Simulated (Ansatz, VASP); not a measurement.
# One calculation of CdS, two programs

```
Cd S
1.0
     4.21826    0.00000    0.00000
    -2.10913    3.65312    0.00000
     0.00000    0.00000    5.83279
Cd S
1 1
Cartesian
  0.0000 0.0000 2.5218
  2.1091 1.2177 2.5935
```

Alike in both runs: task single point; functional PBE; k mesh 9 × 9 × 6; occupations gaussian, width 0.02 eV; no spin polarisation.

```csv
,VASP,Ansatz
version,VASP 6.6.1,Ansatz 0.2.0
potentials or method,"VASP PAW PBE potentials, release 64 (Cd, S), cutoff 520 eV","scalar-relativistic, plane waves, PAW"
valence electrons in the cell,18,26
```

```csv
,VASP,Ansatz,Ansatz less VASP
gap on the k mesh at the Fermi level (eV),1.54,1.53,-0.003
least direct gap on the mesh (eV),1.54,1.54,-0.003
pressure (GPa),0.8,0.6,-0.20
"traceless stress, the component that is largest in VASP (GPa)",-0.83,-0.61,+0.215
rms of the force components (eV/Å),0.004,0.001,-0.0029
```

Atom by atom the forces differ by 0.003 eV/Å (rms over components). VASP's potentials hold 18 valence electrons a cell and Ansatz's 26, so a difference there can come from the potentials and not from the codes. Ansatz's warnings: xc potential rough in thin density.
